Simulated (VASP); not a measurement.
Wanted: the native input for a VASP 6.6.1 run.

```
Task                   : single point
Functional             : PBEsol
Potentials or basis    : VASP PAW PBE potentials, release 64 (Ir_sv_GW)
Cutoff                 : 500 eV
k mesh                 : 18 × 18 × 18
Occupations            : gaussian, width 0.1 eV
Spin                   : no spin polarisation
Dipole correction      : no
Second run             : valence_matched
Further INCAR settings : ALGO = Normal; EDIFF = 1e-06; NBANDS = 14
```

The structure of Ir lies in POSCAR:

```
Ir
1.0
    0.0000000000      1.9150713599      1.9150713599
    1.9150713599      0.0000000000      1.9150713599
    1.9150713599      1.9150713599      0.0000000000
Ir
1
Direct
    0.0000000000      0.0000000000      0.0000000000
```

These files were run (other wordings do the same):

INCAR

```
SYSTEM = Ir
PREC     = Accurate       ! precision mode
ENCUT    = 500            ! plane-wave cutoff, eV
EDIFF    = 1E-6           ! SCF threshold, eV
ISMEAR   = 0              ! smearing method
SIGMA    = 0.1            ! smearing width, eV
LREAL    = .False.        ! projectors in reciprocal space
LASPH    = .True.         ! aspherical terms in the spheres
NELM     = 120            ! most SCF steps
ALGO     = Normal         ! electronic algorithm
ISIF     = 2              ! what is computed and relaxed
LWAVE    = .False.        ! write WAVECAR
LCHARG   = .False.        ! write CHGCAR
GGA      = PS             ! functional
NBANDS   = 14             ! bands
GGA_COMPAT= .False.
```

KPOINTS

```
regular mesh
0
Gamma
  18 18 18
  0 0 0
```

Potentials or basis: VASP PAW PBE potentials, release 64 (Ir_sv_GW).

Command:

```console
$ cat potpaw_PBE.64/Ir_sv_GW/POTCAR > POTCAR
$ mpirun -np 1 vasp_std > vasp.out
```

It gave:

| Item | Value |
| --- | --- |
| Pressure | -3.2 GPa |

Caveat: the PAW data sets were made with another functional, which shifts forces and pressure a little.

It took 22 s on 1 thread of Intel(R) Xeon(R) Platinum 8375C CPU @ 2.90GHz (Ice Lake) (shared host), peak memory 0.16 GiB.
